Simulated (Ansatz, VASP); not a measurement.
# One calculation of V, two programs

POSCAR

```
V
1.0
    3.4057518926      0.0000000000      0.0000000000
   -1.7028759463      2.9494676580      0.0000000000
    0.0000000000      0.0000000000      5.6194906228
V
4
Direct
    0.3333333333      0.6666666667      0.4375000000
    0.6666666667      0.3333333333      0.9375000000
    0.6666666667      0.3333333333      0.5625000000
    0.3333333333      0.6666666667      0.0625000000
```

File INCAR.step1:

```
SYSTEM = V
PREC     = Accurate       ! precision mode
ENCUT    = 520            ! plane-wave cutoff, eV
ISMEAR   = 0              ! smearing method
SIGMA    = 0.1            ! smearing width, eV
LREAL    = .FALSE.        ! projectors in reciprocal space
LASPH    = .TRUE.         ! aspherical terms in the spheres
NELM     = 150            ! most SCF steps
ISPIN    = 2              ! spin polarisation
MAGMOM   = 2 2 2 2        ! initial moments
LMAXMIX  = 4              ! l up to which the mixer works
NBANDS   = 38             ! bands
GGA      = PE             ! functional
ALGO     = Normal         ! electronic algorithm
EDIFF    = 1E-4           ! SCF threshold, eV
LWAVE    = .TRUE.         ! write WAVECAR
LCHARG   = .FALSE.        ! write CHGCAR
```

Contents of INCAR.step2:

```
SYSTEM = V
PREC     = Accurate       ! precision mode
ENCUT    = 520            ! plane-wave cutoff, eV
EDIFF    = 1E-7           ! SCF threshold, eV
ISMEAR   = 0              ! smearing method
SIGMA    = 0.1            ! smearing width, eV
LREAL    = .FALSE.        ! projectors in reciprocal space
LASPH    = .TRUE.         ! aspherical terms in the spheres
NELM     = 150            ! most SCF steps
ALGO     = Normal         ! electronic algorithm
ISIF     = 2              ! what is computed and relaxed
LWAVE    = .FALSE.        ! write WAVECAR
LCHARG   = .FALSE.        ! write CHGCAR
ISPIN    = 2              ! spin polarisation
MAGMOM   = 2 2 2 2        ! initial moments
LORBIT   = 11             ! projections on sites
LMAXMIX  = 4              ! l up to which the mixer works
METAGGA  = R2SCAN         ! meta-GGA
LMIXTAU  = .TRUE.       
NBANDS   = 38             ! bands
ISTART   = 1
```

File KPOINTS:

```
regular mesh
0
G
  6 6 4
  0 0 0
```

Input for Ansatz:

```yaml
crystal:
  lattice:
    - [3.4057518926, 0.0, 0.0]
    - [-1.7028759463, 2.949467658, 0.0]
    - [0.0, 0.0, 5.6194906228]
  atoms:
    - { symbol: V, position: [0.3333333333, 0.6666666667, 0.4375], spin: 2.0 }
    - { symbol: V, position: [0.6666666667, 0.3333333333, 0.9375], spin: 2.0 }
    - { symbol: V, position: [0.6666666667, 0.3333333333, 0.5625], spin: 2.0 }
    - { symbol: V, position: [0.3333333333, 0.6666666667, 0.0625], spin: 2.0 }
basis:
  ecutwfc: 500
kpoints:
  mp_grid: { grid: [6, 6, 4] }
hamiltonian:
  xc: r2scan
scf:
  occupations: { method: gaussian, width: 0.1 }
  lower_state_search: "off"
output:
  forces: true
  stress: true
  eigenvalues: true
  populations: true
magnetization:
  spin_polarized: true
```

Alike in both runs: task single point; functional r2SCAN; k mesh 6 × 6 × 4; occupations gaussian, width 0.1 eV; collinear spin.

|  | VASP | Ansatz |
| --- | --- | --- |
| version | VASP 6.6.1 | Ansatz 0.2.0 |
| potentials or method | VASP PAW PBE potentials, release 64 (V_sv), cutoff 520 eV | scalar-relativistic, plane waves, PAW |
| valence electrons in the cell | 52 | 52 |

Ansatz gave:

- gap on the k mesh at the Fermi level (eV): none
- pressure (GPa): 42.6
- traceless stress, the component that is largest in VASP (GPa): -2.00
- rms of the force components (eV/Å): 0.016
- net moment per atom (μB): 1.78
- size of the moment on the site where the two differ most (μB): 1.32

Q: Estimate VASP's values.

A: gap on the k mesh at the Fermi level (eV): none; pressure (GPa): 25.3; traceless stress, the component that is largest in VASP (GPa): -6.41; rms of the force components (eV/Å): 0.471; net moment per atom (μB): 0.00; size of the moment on the site where the two differ most (μB): 0.00.

The net moments are unlike, so the other rows may belong to different states. VASP's potentials were made for PBE, not for r2SCAN. Site moments also hang on the region over which each program counts them. Atom by atom the forces differ by 0.487 eV/Å (rms over components). A gap of «none» marks a metal or a gap that the smearing closes. Ansatz's warnings: stability check not made.
